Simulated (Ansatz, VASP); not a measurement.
# SiC: VASP beside Ansatz

```
Si C
1.0
    -1.53878   -2.66524    0.00000
     1.53878   -2.66524    0.00000
     0.00000    0.00000    9.77677
Si C
4 4
Direct
  0.33333 0.33333 0.09692
  0.66667 0.66667 0.61227
  0.00000 0.00000 0.86999
  0.00000 0.00000 0.35465
  0.33333 0.33333 0.93380
  0.66667 0.66667 0.41846
  0.00000 0.00000 0.67681
  0.00000 0.00000 0.16147
```

Alike in both runs: task single point; functional r2SCAN; k mesh 8 × 8 × 3; occupations gaussian, width 0.05 eV; no spin polarisation.

|  | VASP | Ansatz |
| --- | --- | --- |
| version | VASP 6.6.1 | Ansatz 0.2.0 |
| potentials or method | VASP PAW PBE potentials, release 64 (Si, C), cutoff 520 eV | scalar-relativistic, plane waves, PAW |
| valence electrons in the cell | 32 | 32 |

|  | VASP | Ansatz | Ansatz less VASP |
| --- | --- | --- | --- |
| gap on the k mesh at the Fermi level (eV) | 2.38 | 2.36 | -0.018 |
| least direct gap on the mesh (eV) | 3.51 | 3.49 | -0.019 |
| pressure (GPa) | 11.3 | 11.6 | +0.26 |
| traceless stress, the component that is largest in VASP (GPa) | 22.08 | 22.13 | +0.050 |
| rms of the force components (eV/Å) | 2.647 | 2.672 | +0.0243 |

VASP's potentials were made for PBE, not for r2SCAN. Atom by atom the forces differ by 0.025 eV/Å (rms over components).
